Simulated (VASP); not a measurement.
Here is a VASP 6.6.1 calculation.

The input INCAR:

```
SYSTEM = ScBSbP3
PREC = Accurate
ENCUT = 520
EDIFF = 1E-6
ISMEAR = 0
SIGMA = 0.1
LREAL = .FALSE.
LASPH = .TRUE.
NELM = 80
ALGO = Normal
ISIF = 2
LWAVE = .FALSE.
LCHARG = .FALSE.
GGA = PE
NBANDS = 26
```

File KPOINTS:

```
Automatic mesh
0
G
  3 3 4
  0 0 0
```

File POSCAR:

```
ScBSbP3
1.0
    6.0509063800      0.0000000000      0.0000000000
   -3.0254531900      5.2402386400      0.0000000000
    0.0000000000      0.0000000000      3.7737384300
Sc B Sb P
1 1 1 3
Direct
    0.0000000000      0.0000000000      0.0000000000
    0.3333333300      0.6666666700      0.0000000000
    0.6666666700      0.3333333300      0.0000000000
    0.0129650000      0.5064825000      0.5000000000
    0.4935175000      0.5064825000      0.5000000000
    0.4935175000      0.9870350000      0.5000000000
```

Potentials or basis: VASP PAW PBE potentials, release 64 (Sc_sv, B, Sb, P).

Launch:

```console
$ cat potpaw_PBE.64/Sc_sv/POTCAR potpaw_PBE.64/B/POTCAR potpaw_PBE.64/Sb/POTCAR potpaw_PBE.64/P/POTCAR > POTCAR
$ mpirun -np 1 vasp_std > vasp.out
```

(1) Predict the largest force.

(2) Estimate the pressure.

Answers

(1) 2.243 eV/Å.

(2) -5.8 GPa.

Caveat: the k points lie up to 0.42 Å⁻¹ apart, too coarse for converged energies and pressures of a metal; forces of over 1 eV/Å act on the atoms, so gaps and moduli don't describe the material at rest.
